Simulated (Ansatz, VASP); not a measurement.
# One calculation of AlN, two programs

The input INCAR:

```
  ALGO = Normal
  EDIFF = 1E-6
  ENCUT = 520
  GGA = PS
  ISIF = 2
  ISMEAR = 0
  LASPH = True
  LCHARG = True
  LELF = True
  LREAL = False
  LVHAR = True
  LWAVE = False
  NBANDS = 16
  NELM = 100
  PREC = Accurate
  SIGMA = 0.05
```

File KPOINTS:

```
k-points
0
Gamma
  9 9 6
```

The input POSCAR:

```
AlN
1.0
    3.2618000000      0.0000000000      0.0000000000
   -1.6309000000      2.8248016620      0.0000000000
    0.0000000000      0.0000000000      4.0986000000
Al N
2 2
Direct
    0.3333333333      0.6666666667      0.7500000000
    0.6666666667      0.3333333333      0.2500000000
    0.3333333333      0.6666666667      0.2500000000
    0.6666666667      0.3333333333      0.7500000000
```

Input for Ansatz:

```yaml
crystal:
  lattice:
    - [3.2618, 0.0, 0.0]
    - [-1.6309, 2.824801662, 0.0]
    - [0.0, 0.0, 4.0986]
  atoms:
    - { symbol: Al, position: [0.3333333333, 0.6666666667, 0.75] }
    - { symbol: Al, position: [0.6666666667, 0.3333333333, 0.25] }
    - { symbol: "N", position: [0.3333333333, 0.6666666667, 0.25] }
    - { symbol: "N", position: [0.6666666667, 0.3333333333, 0.75] }
basis:
  ecutwfc: 520.0
kpoints:
  mp_grid: { grid: [9, 9, 6] }
hamiltonian:
  xc: pbesol
  pseudopotentials: { kind: paw, azcp: { folder: soft_1 } }
scf:
  occupations: { method: gaussian, width: 0.05 }
output:
  forces: true
  stress: true
  eigenvalues: true
  write_density: true
  write_potential: true
  elf: true
  volumetric_format: npy
```

Alike in both runs: task single point; functional PBEsol; k mesh 9 × 9 × 6; occupations gaussian, width 0.05 eV; no spin polarisation.

|  | VASP | Ansatz |
| --- | --- | --- |
| version | VASP 6.6.1 | Ansatz 0.2.0 |
| potentials or method | VASP PAW PBE potentials, release 64 (Al, N), cutoff 520 eV | scalar-relativistic, plane waves, PAW |
| valence electrons in the cell | 16 | 16 |

|  | VASP | Ansatz | Ansatz less VASP |
| --- | --- | --- | --- |
| gap on the k mesh at the Fermi level (eV) | 3.58 | 3.57 | -0.015 |
| least direct gap on the mesh (eV) | 3.58 | 3.57 | -0.015 |
| pressure (GPa) | 8.0 | 7.9 | -0.05 |
| traceless stress, the component that is largest in VASP (GPa) | -1.21 | -1.19 | +0.014 |

VASP's potentials were made for PBE, not for PBEsol, and Ansatz warns of the same on its side.
